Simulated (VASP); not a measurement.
Here is a VASP 6.6.1 calculation.

INCAR

```
SYSTEM = B
PREC     = Accurate       ! precision mode
ENCUT    = 520            ! plane-wave cutoff, eV
EDIFF    = 1E-6           ! SCF threshold, eV
ISMEAR   = -1             ! smearing method
SIGMA    = 0.05           ! smearing width, eV
LREAL    = .FALSE.        ! projectors in reciprocal space
LASPH    = .TRUE.         ! aspherical terms in the spheres
NELM     = 60             ! most SCF steps
ALGO     = Normal         ! electronic algorithm
ISIF     = 2              ! what is computed and relaxed
LWAVE    = .FALSE.        ! write WAVECAR
LCHARG   = .FALSE.        ! write CHGCAR
GGA      = PE             ! functional
NBANDS   = 10             ! bands
```

The input KPOINTS:

```
Automatic mesh
0
G
  21 21 21
  0 0 0
```

POSCAR

```
B
1.0
   -1.6353578545      1.6353578545      0.7468335535
    1.6353578545     -1.6353578545      0.7468335535
    1.6353578545      1.6353578545     -0.7468335535
B
2
Direct
   -0.3750000000     -0.1250000000     -0.2500000000
    0.3750000000      0.1250000000      0.2500000000
```

Potentials or basis: VASP PAW PBE potentials, release 64 (B).

The run is started by

```sh
$ cat potpaw_PBE.64/B/POTCAR > POTCAR
$ mpirun -np 1 vasp_std > vasp.out
```

Task: Predict the band gap on the k mesh.

Result: Zero (bands 3 and 4 overlap by 13.22 eV).

Task: Estimate the pressure.

Result: 281.1 GPa.

Stress tensor (GPa, compression positive):
```
281.15   0.00   0.00
  0.00 281.15   0.00
  0.00   0.00 280.97
```

Caveat: the cell stands under pressure.
